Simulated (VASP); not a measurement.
Input of a VASP 6.6.1 run:

File INCAR:

```
ALGO = Normal ; EDIFF = 1E-6
ENCUT = 500 ; GGA = PE
GGA_COMPAT = F ; ISIF = 2
ISMEAR = 0 ; LASPH = T
LCHARG = F ; LMAXMIX = 6
LREAL = F ; LWAVE = F
NBANDS = 29 ; NELM = 200
PREC = Accurate ; SIGMA = 0.2
```

KPOINTS

```
k-points
0
Gamma
  3 3 4
```

File POSCAR:

```
Ho4S
1.0
    6.5242504338      0.0000000000      0.0000000000
    0.0000000000      6.5242504338      0.0000000000
    0.0000000000      0.0000000000      3.3213786577
Ho S
4 1
Direct
    0.7489704147      0.7489704147      0.4898152879
    0.2510295853      0.2510295853      0.4898152879
    0.2510295853      0.7489704147      0.4898152879
    0.7489704147      0.2510295853      0.4898152879
    0.5000000000      0.5000000000     -0.0103237016
```

Potentials or basis: VASP PAW PBE potentials, release 64 (Ho_3, S), 4f in core.

Command:

```console
$ cat potpaw_PBE.64/Ho_3/POTCAR potpaw_PBE.64/S/POTCAR > POTCAR
$ mpirun -np 1 vasp_std > vasp.out
```

**Question.** Estimate the band gap on the k mesh.

**Answer.** Zero (bands 21 and 22 overlap by 0.94 eV).

**Question.** Estimate the pressure.

**Answer.** 0.4 GPa.

**Question.** Predict the largest force.

**Answer.** 0.073 eV/Å.

Stress tensor (GPa, compression positive):
```
0.45 0.00 0.00
0.00 0.45 0.00
0.00 0.00 0.27
```

Caveat: the k points lie up to 0.47 Å⁻¹ apart, too coarse for converged energies and pressures of a metal; spin-orbit coupling is left out, which moves the levels of the heavy elements; the 4f electrons are frozen in the core, so they carry no moment and show no levels; the run has no spin polarisation, though such a crystal can be magnetic. Spin polarisation is off, so any magnetic state and its effect on volume and gap are missing.
